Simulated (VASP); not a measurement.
# Al (P6_3/mmc) in VASP: a series of runs

The runs below take Al through phonons, with PBE+D3(BJ).

Program: VASP 6.6.1. These are calculated values, not measurements. Logs are shortened: lines on timing, memory, paths and dates and some standing lists are left out, and cuts for length are marked.

## Step 1: The cell of the first run

It takes space group P6_3/mmc (No. 194, hexagonal). Conventional cell: a = 2.696 Å, b = 2.696 Å, c = 4.420 Å, α = 90.00°, β = 90.00°, γ = 120.00°. Al (site symmetry -6m2) has 12 Al at 2.70 Å within 3.6 Å.

This isn't the form of Al at room conditions, which is fcc.

## Step 2: Phonons, PBE+D3(BJ)

The input, INCAR:

```
ALGO = Normal ; EDIFF = 1E-8
ENCUT = 520 ; GGA = PE
IBRION = 6 ; ISIF = 2
ISMEAR = -1 ; IVDW = 12
LASPH = T ; LCHARG = T
LREAL = F ; LWAVE = F
NBANDS = 10 ; NELM = 60
NFREE = 2 ; NSW = 1
POTIM = 0.015 ; PREC = Accurate
SIGMA = 0.15
```

The input, KPOINTS:

```
k-points
0
Gamma
  18 18 10
```

The input, POSCAR:

```
Al
1.0
    2.6964185667      0.0000000000      0.0000000000
   -1.3482092833      2.3351669780      0.0000000000
    0.0000000000      0.0000000000      4.4197490468
Al
2
Direct
    0.6666666667      0.3333333333      0.7500000000
    0.3333333333      0.6666666667      0.2500000000
```

Potentials or basis: VASP PAW PBE potentials, release 64 (Al).

Launch:

```console
cat potpaw_PBE.64/Al/POTCAR > POTCAR
mpirun -np 1 vasp_std > vasp.out
```

OUTCAR:

```text
EDIFF = 1E-8
   ENCUT = 520
   GGA = PE
   IBRION = 6
   ISIF = 2
   ISMEAR = -1
   IVDW = 12
   LASPH = T
   LREAL = F
   NELM = 60
   NFREE = 2
   NSW = 1
   POTIM = 0.015
   PREC = Accurate
 IVDW          = 12

 ion  position               nearest neighbor table
   1  0.667  0.333  0.750-   2 2.70   2 2.70   2 2.70   2 2.70   2 2.70   2 2.70
   2  0.333  0.667  0.250-   1 2.70   1 2.70   1 2.70   1 2.70   1 2.70   1 2.70

  LATTYP: Found a hexagonal cell.
 ALAT       =     2.6964185667
 C/A-ratio  =     1.6391183110

  Lattice vectors:

 A1 = (   2.6964185667,   0.0000000000,   0.0000000000)
 A2 = (  -1.3482092833,   2.3351669780,   0.0000000000)
 A3 = (   0.0000000000,   0.0000000000,   4.4197490468)

Analysis of symmetry for initial positions (statically):
=====================================================================
 Subroutine PRICEL returns:
 Original cell was already a primitive cell.

 Routine SETGRP: Setting up the symmetry group for a
 hexagonal supercell.

 Subroutine GETGRP returns: Found 24 space group operations
 (whereof 12 operations were pure point group operations)
 out of a pool of 24 trial point group operations.

The static configuration has the point symmetry D_3d.
 The point group associated with its full space group is D_6h.

Analysis of symmetry for dynamics (positions and initial velocities):
=====================================================================
 Subroutine PRICEL returns:
 Original cell was already a primitive cell.

 Routine SETGRP: Setting up the symmetry group for a
 hexagonal supercell.

 Subroutine GETGRP returns: Found 24 space group operations
 (whereof 12 operations were pure point group operations)
 out of a pool of 24 trial point group operations.

The dynamic configuration has the point symmetry D_3d.
 The point group associated with its full space group is D_6h.

 Subroutine INISYM returns: Found 24 space group operations
 (whereof 12 operations are pure point group operations),
 and found     1 'primitive' translations

----------------------------------------------------------------------------------------

                                     Primitive cell

  volume of cell :      27.8293

  direct lattice vectors                    reciprocal lattice vectors
     2.696418567  0.000000000  0.000000000     0.370862303  0.214117451  0.000000000
    -1.348209283  2.335166978  0.000000000     0.000000000  0.428234901  0.000000000
     0.000000000  0.000000000  4.419749047     0.000000000  0.000000000  0.226257190

  length of vectors
     2.696418567  2.696418567  4.419749047     0.428234901  0.428234901  0.226257190

  position of ions in fractional coordinates (direct lattice)
     0.666666667  0.333333333  0.750000000
     0.333333333  0.666666667  0.250000000

  ion indices of the primitive-cell ions
   primitive index   ion index
                 1           1
                 2           2

----------------------------------------------------------------------------------------

 KPOINTS: k-points

Automatic generation of k-mesh.
 Grid dimensions read from file:
 generate k-points for:   18   18   10

 Generating k-lattice:

  Cartesian coordinates                     Fractional coordinates (reciprocal lattice)
     0.020603461  0.011895414  0.000000000     0.055555556  0.000000000  0.000000000
     0.000000000  0.023790828  0.000000000     0.000000000  0.055555556  0.000000000
     0.000000000  0.000000000  0.022625719     0.000000000  0.000000000  0.100000000

  Length of vectors
     0.023790828  0.023790828  0.022625719

  Shift w.r.t. Gamma in fractional coordinates (k-lattice)
     0.000000000  0.000000000  0.000000000

 Subroutine IBZKPT returns following result:
 ===========================================

 Found    222 irreducible k-points:

 Following reciprocal coordinates:
            Coordinates               Weight
  0.000000  0.000000  0.000000      1.000000
  0.055556  0.000000  0.000000      6.000000
  0.111111  0.000000  0.000000      6.000000
  0.166667 -0.000000  0.000000      6.000000
  0.222222 -0.000000  0.000000      6.000000
  0.277778  0.000000  0.000000      6.000000
[... 16 lines left out ...]
  0.333333  0.111111  0.000000     12.000000
  0.388889  0.111111  0.000000     12.000000
 [... further k-points ...]
   k-points           NKPTS =    222   k-points in BZ     NKDIM =    222   number of bands    NBANDS=     10
   number of dos      NEDOS =    301   number of ions     NIONS =      2
   total plane-waves  NPLWV =  14400
   dimension x,y,z NGX =    20 NGY =   20 NGZ =   36
   dimension x,y,z NGXF=    40 NGYF=   40 NGZF=   72
   ions per type =               2
   NGX,Y,Z   is equivalent  to a cutoff of  12.33, 12.33, 13.54 a.u.
   NGXF,Y,Z  is equivalent  to a cutoff of  24.66, 24.66, 27.08 a.u.
 SYSTEM =  unknown system
   PREC   = accura    normal or accurate (medium, high low for compatibility)
   ISTART =      0    job   : 0-new  1-cont  2-samecut
   ICHARG =      2    charge: 1-file 2-atom 10-const
   ISPIN  =      1    spin polarized calculation?
   LNONCOLLINEAR =      F non collinear calculations
   LSORBIT =      F    spin-orbit coupling
   LASPH  =      T    aspherical Exc in radial PAW
   ENCUT  =  520.0 eV  38.22 Ry    6.18 a.u.   5.01  5.01  8.22*2*pi/ulx,y,z
   NELM   =     60;   NELMIN=  2; NELMDL= -5     # of ELM steps
   EDIFF  = 0.1E-07   stopping-criterion for ELM
   LREAL  =      F    real-space projection
   EDIFFG = 0.1E-06   stopping-criterion for IOM
   NSW    =     61    number of steps for IOM
   IBRION =      6    ionic relax: 0-MD 1-quasi-New 2-CG
   NFREE  =      2    steps in history (QN), initial steepest desc. (CG)
   ISIF   =      2    stress and relaxation
   ISYM   =      2    0-nonsym 1-usesym 2-fastsym
   POTIM  = 0.0150    time-step for ionic-motion
   TEBEG  =    0.0;   TEEND  =   0.0 temperature during run
   PSTRESS=    0.0 pullay stress
   NELECT =       6.0000    total number of electrons
   NUPDOWN=      -1.0000    fix difference up-down
   EMIN   =  10.00;   EMAX   =-10.00  energy-range for DOS
   EFERMI =   0.00;   METHOD = LEGACY
   ISMEAR =    -1;   SIGMA  =   0.15  broadening in eV -4-tet -1-fermi 0-gaus
   EFERMI_NEDOS =   21; number of points for ismear=-14 and -15
   IALGO  =     38    algorithm
   IMIX   =      4    mixing-type and parameters
     AMIX     =   0.40;   BMIX     =  1.00
     AMIX_MAG =   1.60;   BMIX_MAG =  1.00
  volume/ion in A,a.u.               =      13.91        93.90
  Fermi-wavevector in a.u.,A,eV,Ry     =   0.981652  1.855054 13.111131  0.963641
  Thomas-Fermi vector in A             =   2.112675
   LORBIT       =      0    0 simple, 1 ext, 2 COOP (PROOUT), +10 PAW based schemes
   GGA     = PE    functional components
   LHFCALC =     F    Hartree Fock is set to
   AEXX    =    0.0000 exact exchange contribution
   IVDW    =    12    specifies the selected vdW correction
   LEPSILON=     F    determine dielectric tensor
   LRPA    =     F    only Hartree local field effects (RPA)
 finite differences with symmetry
 non-spin polarized calculation
  energy-cutoff  :      520.00
  volume of cell :       27.83
 maximum number of plane-waves:       768
 NGX is ok and might be reduce to    20
   NGX =  9   NGY =  9   NGZ = 17

--------------------------------------- Ionic step        1  -------------------------------------------

 number of electron       6.0000000 magnetization

 Free energy of the ion-electron system (eV)
  ---------------------------------------------------
  ext. energy  EPLUGINS =         0.00000000
  ---------------------------------------------------
  free energy    TOTEN  =        -7.16853354 eV

  energy without entropy =       -7.11111170  energy(sigma->0) =       -7.13982262

------------------------ aborting loop because EDIFF is reached ----------------------------------------

 Edisp (eV)   -0.80324

 E8    (eV) :    -0.3602
[... 151 lines left out ...]
--------------------------------------- Ionic step        5  -------------------------------------------

 number of electron       6.0000000 magnetization

 Free energy of the ion-electron system (eV)
  ---------------------------------------------------
  ext. energy  EPLUGINS =         0.00000000
  ---------------------------------------------------
  free energy    TOTEN  =        -7.16753294 eV

  energy without entropy =       -7.11014244  energy(sigma->0) =       -7.13883769

 E-fermi :   9.9094     XC(G=0): -10.8315

 val. band max:        9.8926661827   @ k =   0.2778   0.1111   0.0000
 cond. band min:       9.9151185079   @ k =   0.2778   0.1111   0.3000
 fundamental gap:      0.0224523252
 Fermi energy:         9.9094411033

 k-point     1 :       0.0000    0.0000    0.0000
  band No.  band energies     occupation
      1      -2.4701      2.00000
      2       4.5839      2.00000
      3       5.2188      2.00000
      4      21.9047      0.00000
      5      21.9047      0.00000
      6      22.0128      0.00000
      7      22.0128      0.00000
      8      22.8567      0.00000
      9      25.7529      0.00000
     10      26.4258      0.00000
[... 287 lines left out ...]
 k-point    24 :       0.3889    0.1111    0.0000
  band No.  band energies     occupation
      1       3.0011      2.00000
      2       5.7938      2.00000
      3       9.7052      1.59212
      4      10.5184      0.03392
      5      12.3602      0.00000
      6      12.5613      0.00000
      7      14.8246      0.00000
      8      19.5336      0.00000
      9      20.6320      0.00000
     10      21.7316      0.00000

 [... further k-points ...]

------------------------ aborting loop because EDIFF is reached ----------------------------------------

 Edisp (eV)   -0.80324

 E8    (eV) :    -0.3602
[... 25 lines left out ...]
  FREE ENERGIE OF THE ION-ELECTRON SYSTEM (eV)
  ---------------------------------------------------
  free  energy   TOTEN  =        -7.9707746918 eV

  energy  without entropy=       -7.9133842003  energy(sigma->0) =       -7.94207945

 INTERNAL STRAIN TENSORS FROM DISPLACED ATOMS
 ============================================

 INTERNAL STRAIN TENSOR FOR ION    1 for displacements in x,y,z  (eV/Angst):
          X           Y           Z          XY          YZ          ZX
  --------------------------------------------------------------------------------
  x     0.00000    -0.00000    -0.00000     1.03505     0.00000     0.00000
  y     1.03505    -1.03505     0.00000    -0.00000     0.00000     0.00000
  z    -0.00000    -0.00000     0.00000     0.00000     0.00000     0.00000

 INTERNAL STRAIN TENSOR FOR ION    2 for displacements in x,y,z  (eV/Angst):
          X           Y           Z          XY          YZ          ZX
  --------------------------------------------------------------------------------
  x    -0.00000     0.00000     0.00000    -1.03505     0.00000     0.00000
  y    -1.03505     1.03505    -0.00000     0.00000     0.00000     0.00000
  z     0.00000     0.00000    -0.00000     0.00000     0.00000     0.00000

 Eigenvectors and eigenvalues of the dynamical matrix
 ----------------------------------------------------

   1 f  =   12.710912 THz    79.865014 2PiTHz  423.990378 cm-1    52.568083 meV
             X         Y         Z           dx          dy          dz
      1.348209  0.778389  3.314812    -0.000000   -0.000000    0.707107
     -0.000000  1.556778  1.104937     0.000000    0.000000   -0.707107
[... 11 lines left out ...]
   4 f  =    0.000000 THz     0.000001 2PiTHz    0.000003 cm-1     0.000000 meV
             X         Y         Z           dx          dy          dz
      1.348209  0.778389  3.314812    -0.043106    0.308470    0.634813
     -0.000000  1.556778  1.104937    -0.043106    0.308470    0.634813

   5 f/i=    0.000000 THz     0.000000 2PiTHz    0.000002 cm-1     0.000000 meV
             X         Y         Z           dx          dy          dz
      1.348209  0.778389  3.314812     0.635275   -0.260150    0.169550
     -0.000000  1.556778  1.104937     0.635275   -0.260150    0.169550

   6 f/i=    0.000000 THz     0.000001 2PiTHz    0.000003 cm-1     0.000000 meV
             X         Y         Z           dx          dy          dz
      1.348209  0.778389  3.314812     0.307518    0.580662   -0.261275
     -0.000000  1.556778  1.104937     0.307518    0.580662   -0.261275

 ELASTIC MODULI CONTR FROM IONIC RELAXATION (kBar)
 Direction    XX          YY          ZZ          XY          YZ          ZX
 --------------------------------------------------------------------------------
 XX         -32.4228     32.4228     -0.0000     -0.0000      0.0000      0.0000
 YY          32.4228    -32.4228      0.0000     -0.0000      0.0000      0.0000
 ZZ          -0.0000      0.0000     -0.0000      0.0000      0.0000      0.0000
 XY          -0.0000     -0.0000      0.0000    -32.4228      0.0000      0.0000
 YZ           0.0000      0.0000      0.0000      0.0000      0.0000      0.0000
 ZX           0.0000      0.0000      0.0000      0.0000      0.0000      0.0000
 --------------------------------------------------------------------------------
```

Wall time 2 min (1 thread of Intel Xeon 6975P-C (Granite Rapids), shared host); peak memory 0.46 GiB.

What came out:

```
Highest phonon frequency at Γ : 424 cm⁻¹
Dispersion energy per atom    : -0.402 eV
```

Phonon frequencies in cm⁻¹ (negative: imaginary):
```csv
q point,frequencies
"(0.000, 0.000, 0.000)",0 0 0 196 196 424
```

Caveat: the cell stands under pressure or tension, which shifts response properties.

(Part 1 of 2 ends here.)
